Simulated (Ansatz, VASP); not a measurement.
Two plane-wave programs on KTaO3

```
CELL_PARAMETERS angstrom
4.02969 0.00000 0.00000
0.00000 4.02969 0.00000
0.00000 0.00000 4.02969
ATOMIC_POSITIONS crystal
K 0.50000 0.50000 0.50000
Ta 0.00000 0.00000 0.00000
O 0.50000 0.00000 0.00000
O 0.00000 0.50000 0.00000
O 0.00000 0.00000 0.50000
```

Alike in both runs: task single point; functional r2SCAN; k mesh 6 × 6 × 6; occupations gaussian, width 0.02 eV; no spin polarisation.

|  | VASP | Ansatz |
| --- | --- | --- |
| version | VASP 6.6.1 | Ansatz 0.2.0 |
| potentials or method | VASP PAW PBE potentials, release 64 (K_sv, Ta_pv, O), cutoff 520 eV | scalar-relativistic, plane waves, PAW |
| valence electrons in the cell | 38 | 40 |

Ansatz gave:

| Quantity | Value |
| --- | --- |
| gap on the k mesh at the Fermi level (eV) | 2.55 |
| least direct gap on the mesh (eV) | 3.20 |
| pressure (GPa) | -5.8 |

Problem. Estimate VASP's values.

Solution. gap on the k mesh at the Fermi level (eV): 2.52; least direct gap on the mesh (eV): 3.18; pressure (GPa): -5.0.

VASP's potentials were made for PBE, not for r2SCAN. VASP's potentials hold 38 valence electrons a cell and Ansatz's 40, so a difference there can come from the potentials and not from the codes.

Neither program's run includes spin-orbit coupling.
